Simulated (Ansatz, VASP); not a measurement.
Two plane-wave programs on Mo

```
CELL_PARAMETERS angstrom
-1.61813 1.57100 1.57100
1.61813 -1.57100 1.57100
1.61813 1.57100 -1.57100
ATOMIC_POSITIONS crystal
Mo 0.00000 0.00000 0.00000
```

Change from the starting cell: strain +0.0300 x Voigt [1, 0, 0, 0, 0, 0], atoms carried along.

Alike in both runs: task single point; functional r2SCAN; k mesh 22 × 22 × 22; occupations gaussian, width 0.15 eV; no spin polarisation.

```csv
,VASP,Ansatz
version,VASP 6.6.1,Ansatz 0.2.0
potentials or method,"VASP PAW PBE potentials, release 64 (Mo_sv), cutoff 520 eV","scalar-relativistic, plane waves, PAW"
valence electrons in the cell,14,14
```

Ansatz gave:

| Property | Result |
| --- | --- |
| gap on the k mesh at the Fermi level (eV) | none |
| pressure (GPa) | -5.4 |
| traceless stress, the component that is largest in VASP (GPa) | -6.03 |

Question: What did VASP give for the same quantities?

Answer: gap on the k mesh at the Fermi level (eV): none; pressure (GPa): -4.3; traceless stress, the component that is largest in VASP (GPa): -6.03.

VASP's potentials were made for PBE, not for r2SCAN. A gap of «none» marks a metal or a gap that the smearing closes.
